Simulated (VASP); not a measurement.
**Be: single point with PBE**

Slab: Be, a slab with vacuum.

```
CELL_PARAMETERS angstrom
4.58000 0.00000 0.00000
2.29000 3.96640 0.00000
0.00000 0.00000 15.58843
ATOMIC_POSITIONS crystal
Be 0.00000 0.00000 0.06415
Be 0.50000 0.00000 0.06415
Be 0.00000 0.50000 0.06415
Be 0.50000 0.50000 0.06415
Be 0.83476 0.33431 0.18303
Be 0.33106 0.33416 0.18302
Be 0.83443 0.83124 0.18095
Be 0.33714 0.82572 0.18282
Be 0.01412 0.99237 0.29373
Be 0.49368 0.99198 0.29373
Be 0.99692 0.50589 0.31545
Be 0.50549 0.48819 0.30594
Be 0.71870 0.06267 0.39494
```

- Program: VASP 6.6.1
- Task: single point
- Functional: PBE
- Potentials or basis: VASP PAW PBE potentials, release 64 (Be)
- Cutoff: 520 eV
- k mesh: 5 × 5 × 1
- Occupations: gaussian, width 0.15 eV
- Spin: no spin polarisation
- Dipole correction: no
- Further INCAR settings: ALGO = Normal; EDIFF = 1e-07; NBANDS = 25

- Largest force: 0.084 eV/Å
- Band gap on the k mesh: 0.17 eV, indirect (least direct gap 0.24 eV)

Forces in eV/Å, atoms in the order of the input:
```
Be   0.067 -0.011 -0.049
Be  -0.067 -0.012 -0.049
Be   0.000 -0.074  0.039
Be   0.000  0.030  0.036
Be   0.000 -0.001  0.002
Be  -0.004  0.000  0.003
Be  -0.001 -0.002  0.002
Be  -0.001 -0.002 -0.006
Be   0.003 -0.004  0.001
Be  -0.006  0.006  0.004
Be  -0.001 -0.001  0.019
Be   0.011  0.011 -0.014
Be  -0.001  0.061  0.013
```

Levels at points of the mesh, in eV from the valence-band top:
```csv
k point,band 11,band 12,band 13,band 14,band 15,band 16
"(0.00, 0.00, 0.00)",-1.81,-1.77,-1.77,0.24,0.70,1.58
```

Wall time 4.7 min on 1 thread of AMD EPYC 7R43 64-Core Processor (Zen 3) (shared host), peak memory 0.36 GiB.
